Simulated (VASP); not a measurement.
The system is As.

```
CELL_PARAMETERS angstrom
1.88080 1.08588 3.51406
-1.88080 1.08588 3.51406
0.00000 -2.17176 3.51406
ATOMIC_POSITIONS crystal
As 0.22600 0.22600 0.22600
As 0.77400 0.77400 0.77400
```

* Program: VASP 6.6.1
* Task: relaxation of cell and atoms
* Functional: PBE
* Dispersion: D4
* Potentials or basis: VASP PAW PBE potentials, release 64 (As)
* Cutoff: 600 eV
* k mesh: 9 × 9 × 9
* Occupations: fermi-dirac, width 0.05 eV
* Spin: no spin polarisation

At the start: pressure 0.8 GPa; volume 21.53 Å³/atom.

Problem. Where does the relaxation end?

Solution. Over 13 steps the energy falls by 11.8 meV/atom and the volume is 20.94 Å³/atom (-2.8 %); space group R-3m (No. 166, to 0.05 Å).

The path:
```tsv
step	energy change (eV)	largest force (eV/Å)	pressure (GPa)	volume (Å³)
1	0.0000	0.4832	0.84	43.06
2	-0.0094	0.0278	-1.64	43.77
3	-0.0103	0.0842	-1.09	43.60
4	-0.0163	0.0280	-0.50	42.91
5	-0.0189	0.0262	0.18	42.20
6	-0.0190	0.0365	0.33	42.06
7	-0.0226	0.0428	0.15	41.89
8	-0.0234	0.0462	0.06	41.79
9	-0.0234	0.0468	0.04	41.77
10	-0.0236	0.0004	0.08	41.83
11	-0.0236	0.0049	0.11	41.83
12	-0.0235	0.0048	-0.14	41.96
13	-0.0236	0.0021	0.02	41.87
```

Final structure:
```yaml
crystal:
  lattice:
    - [1.89520, 1.09419, 3.36543]
    - [-1.89520, 1.09419, 3.36543]
    - [0.00000, -2.18839, 3.36543]
  atoms:
    - { symbol: As, position: [0.23040, 0.23040, 0.23040] }
    - { symbol: As, position: [0.76960, 0.76960, 0.76960] }
```
